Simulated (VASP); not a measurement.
Wanted: the native input for a VASP 6.6.1 run.

```
Task                   : single point
Functional             : PBE
Potentials or basis    : VASP PAW PBE potentials, release 64 (Zn, W_sv)
Cutoff                 : 520 eV
k mesh                 : 12 × 12 × 14
Occupations            : gaussian, width 0.1 eV
Spin                   : no spin polarisation
Dipole correction      : no
Further INCAR settings : ALGO = Fast; EDIFF = 1e-07; NBANDS = 34
```

The structure of ZnW lies in POSCAR:

```
ZnW
1.0
    2.1626336060     -4.6337130736      0.0000000000
    2.1626336060      4.6337130736      0.0000000000
    0.0000000000      0.0000000000      3.2230395108
Zn W
2 2
Direct
    0.8951082796      0.1048917204      0.2500000000
    0.1048917204      0.8951082796      0.7500000000
    0.6061309895      0.3938690105      0.2500000000
    0.3938690105      0.6061309895      0.7500000000
```

These files were run (other wordings do the same):

INCAR

```
  ALGO = Fast
  EDIFF = 1E-7
  ENCUT = 520
  GGA = PE
  ISIF = 2
  ISMEAR = 0
  LASPH = T
  LCHARG = F
  LREAL = F
  LWAVE = F
  NBANDS = 34
  NELM = 100
  PREC = Accurate
  SIGMA = 0.1
```

KPOINTS

```
k-points
0
Gamma
  12 12 14
```

Potentials or basis: VASP PAW PBE potentials, release 64 (Zn, W_sv).

The run is started by

```console
$ cat potpaw_PBE.64/Zn/POTCAR potpaw_PBE.64/W_sv/POTCAR > POTCAR
$ mpirun -np 1 vasp_std > vasp.out
```

Results of the run:

```json
{
  "Pressure": "0.6 GPa",
  "Largest force": "0.034 eV/Å",
  "Band gap on the k mesh": "zero (bands 26 and 27 overlap by 0.91 eV)"
}
```

Caveat: spin-orbit coupling is left out, which moves the levels of the heavy elements.

It took 20 min on 1 thread of Oxide Virtual Turin-like Processor, on a shared host, peak memory 0.65 GiB.
